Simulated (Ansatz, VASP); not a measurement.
**Two plane-wave programs on CaO**

Contents of INCAR:

```
SYSTEM = CaO
PREC = Accurate
ENCUT = 600
EDIFF = 1E-6
ISMEAR = 0
SIGMA = 0.02
LREAL = .False.
LASPH = .True.
NELM = 120
ALGO = Normal
ISIF = 2
LWAVE = .False.
LCHARG = .False.
GGA = PS
IVDW = 13
NBANDS = 15
GGA_COMPAT = .False.
```

The input KPOINTS:

```
Automatic mesh
0
Gamma
  8 8 8
  0 0 0
```

File POSCAR:

```
CaO
1.0
    0.0000000000      2.3748410384      2.3748410384
    2.3748410384      0.0000000000      2.3748410384
    2.3748410384      2.3748410384      0.0000000000
Ca O
1 1
Direct
    0.0000000000      0.0000000000      0.0000000000
    0.5000000000      0.5000000000      0.5000000000
```

Input for Ansatz:

```yaml
crystal:
  lattice:
    - [0.0, 2.3748410384, 2.3748410384]
    - [2.3748410384, 0.0, 2.3748410384]
    - [2.3748410384, 2.3748410384, 0.0]
  atoms:
    - { symbol: Ca, position: [0.0, 0.0, 0.0] }
    - { symbol: O, position: [0.5, 0.5, 0.5] }
basis:
  ecutwfc: 550.0
kpoints:
  mp_grid: { grid: [8, 8, 8] }
  band_path:
    path:
      - [[0.0, 0.0, 0.0], [0.5, 0.0, 0.5], [0.625, 0.25, 0.625]]
      - [[0.375, 0.375, 0.75], [0.0, 0.0, 0.0], [0.5, 0.5, 0.5], [0.5, 0.25, 0.75], [0.5, 0.0, 0.5]]
    npoints: 10
hamiltonian:
  xc: pbesol
  dispersion: d4
  pseudopotentials: { kind: paw, azcp: { folder: soft_1 } }
scf:
  occupations: { method: gaussian, width: 0.02 }
  n_extra_bands: 7
output:
  forces: true
  stress: true
  eigenvalues: true
```

Alike in both runs: task single point; functional PBEsol; dispersion D4; k mesh 8 × 8 × 8; occupations gaussian, width 0.02 eV; no spin polarisation.

```csv
,VASP,Ansatz
version,VASP 6.6.1,Ansatz 0.2.0
potentials or method,"VASP PAW PBE potentials, release 64 (Ca_sv, O), cutoff 600 eV","scalar-relativistic, plane waves, PAW"
valence electrons in the cell,16,16
```

Ansatz gave:

* gap on the k mesh at the Fermi level (eV): 3.54
* least direct gap on the mesh (eV): 3.91
* pressure (GPa): 0.0

Problem. What did VASP give for the same quantities?

Solution. gap on the k mesh at the Fermi level (eV): 3.52; least direct gap on the mesh (eV): 3.89; pressure (GPa): 0.6.

VASP's potentials were made for PBE, not for PBEsol, and Ansatz warns of the same on its side.
